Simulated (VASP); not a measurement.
Crystal: V.

```
V
1.0
     2.60429    0.00000    0.00000
    -1.30215    2.25538    0.00000
     0.00000    0.00000    4.72334
V
2
Direct
  0.33333 0.66667 0.25000
  0.66667 0.33333 0.75000
```

This isn't the form of V at room conditions, which is bcc.

Base run:

| Item | Value |
| --- | --- |
| Program | VASP 6.6.1 |
| Functional | PBEsol |
| Potentials or basis | VASP PAW PBE potentials, release 64 (V_sv) |
| Cutoff | 520 eV |
| k mesh | 10 × 10 × 5 |
| Occupations | fermi-dirac, width 0.05 eV |
| Spin | collinear spin, ferromagnetic start |
| Starting moments | [1.0, 1.0] μB |
| Fixed moment | 2 μB |

Its results: pressure -2.7 GPa; site moments V +0.85 μB.

Task: After a change of settings the same cell gave: pressure 30.3 GPa; site moments V +2.52 μB. Which change was it?
A. fixed moment from 2 μB to 1 μB; moments at the start from [1.0, 1.0] to [0.5, 0.5]
B. fixed moment from 2 μB to 6 μB; moments at the start from [1.0, 1.0] to [3.0, 3.0]
C. fixed moment from 2 μB to 4 μB; moments at the start from [1.0, 1.0] to [2.0, 2.0]
D. fixed moment from 2 μB to 5 μB; moments at the start from [1.0, 1.0] to [2.5, 2.5]

Result: B.

Caveats: the PAW data sets were made with another functional, which shifts forces and pressure a little; the total moment is fixed, so each spin has its own Fermi level and the state may be an excited one; the stress differs along the axes, from -7 to -1 GPa (at least some runs); the stress differs along the axes, from 6 to 43 GPa (at least some runs).
